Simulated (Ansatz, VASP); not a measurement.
**TaN in VASP and in Ansatz**

File INCAR:

```
SYSTEM = TaN
PREC = Accurate
ENCUT = 520
EDIFF = 1E-7
ISMEAR = 0
SIGMA = 0.05
LREAL = .False.
LASPH = .True.
NELM = 60
ALGO = Normal
ISIF = 2
LWAVE = .False.
LCHARG = .False.
GGA = CA
NBANDS = 15
```

The input KPOINTS:

```
Automatic mesh
0
Gamma
  11 11 9
  0 0 0
```

File POSCAR:

```
TaN
1.0
    2.8574659700      0.0000000000      0.0000000000
   -1.4287329850      2.4746381205      0.0000000000
    0.0000000000      0.0000000000      2.8039735900
Ta N
1 1
Direct
    0.0000000000      0.0000000000      0.5000000000
    0.6666666667      0.3333333333      0.0000000000
```

The input input.yaml:

```yaml
crystal:
  lattice:
    - [2.85746597, 0.0, 0.0]
    - [-1.428732985, 2.4746381205, 0.0]
    - [0.0, 0.0, 2.80397359]
  atoms:
    - { symbol: Ta, position: [0.0, 0.0, 0.5] }
    - { symbol: "N", position: [0.6666666667, 0.3333333333, 0.0] }
kpoints:
  mp_grid: { grid: [11, 11, 9] }
scf:
  occupations: { method: gaussian, width: 0.05 }
hamiltonian:
  xc: lda
  pseudopotentials: { kind: all_electron, lapw: { basis_error: 0.001 } }
output:
  forces: true
  stress: true
  eigenvalues: true
  dos: { projected: false, de: 0.2, e_range: [-10, 8] }
```

Change from the starting cell: volume scaled by 0.92.

Alike in both runs: functional LDA; k mesh 11 × 11 × 9; occupations gaussian, width 0.05 eV; no spin polarisation.

|  | VASP | Ansatz |
| --- | --- | --- |
| version | VASP 6.6.1 | Ansatz 0.2.0 |
| potentials or method | VASP PAW LDA potentials, release 64 (Ta_pv, N), cutoff 520 eV | all-electron LAPW, scalar-relativistic |
| task | single point | density of states |

Ansatz gave:

| Property | Result |
| --- | --- |
| gap on the k mesh at the Fermi level (eV) | none |
| pressure (GPa) | 21.4 |
| traceless stress, the component that is largest in VASP (GPa) | 1.49 |

Problem. What did VASP give for the same quantities?

Solution. gap on the k mesh at the Fermi level (eV): none; pressure (GPa): 24.2; traceless stress, the component that is largest in VASP (GPa): 1.76.

LDA's correlation is that of Perdew and Zunger in VASP and of Perdew and Wang (1992) in Ansatz. A gap of «none» marks a metal or a gap that the smearing closes. Ansatz ran all-electron here, and VASP with PAW potentials.

Neither program's run includes spin-orbit coupling.
